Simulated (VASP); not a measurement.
Crystal: Ru.

```xyz
1
Lattice="0.0000 1.8924 1.8924 1.8924 0.0000 1.8924 1.8924 1.8924 0.0000" Properties=species:S:1:pos:R:3 pbc="T T T"
Ru    0.0000    0.0000    0.0000
```

* Program: VASP 6.6.1
* Task: relaxation of cell and atoms
* Functional: revPBE
* Potentials or basis: VASP PAW PBE potentials, release 64 (Ru_pv)
* Cutoff: 600 eV
* k mesh: 14 × 14 × 14
* Occupations: fermi-dirac, width 0.1 eV
* Spin: no spin polarisation

At the start: pressure 10.0 GPa; volume 13.55 Å³/atom.

**Question.** Where does the relaxation end?

**Answer.** Over 4 steps the energy falls by 13.2 meV/atom and the volume is 13.99 Å³/atom (+3.2 %); space group Fm-3m (No. 225, to 0.05 Å).

Step by step:
```csv
step,energy change (eV),largest force (eV/Å),pressure (GPa),volume (Å³)
1,0.0000,0.0000,10.03,13.55
2,0.0796,0.0000,-20.88,15.29
3,-0.0131,0.0000,-0.27,14.00
4,-0.0132,0.0000,-0.06,13.99
```

Final structure:
```
Ru
1.0
     0.00000    1.91258    1.91258
     1.91258    0.00000    1.91258
     1.91258    1.91258    0.00000
Ru
1
Direct
  0.00000 0.00000 0.00000
```

Caveat: the PAW data sets were made with another functional, which shifts forces and pressure a little.
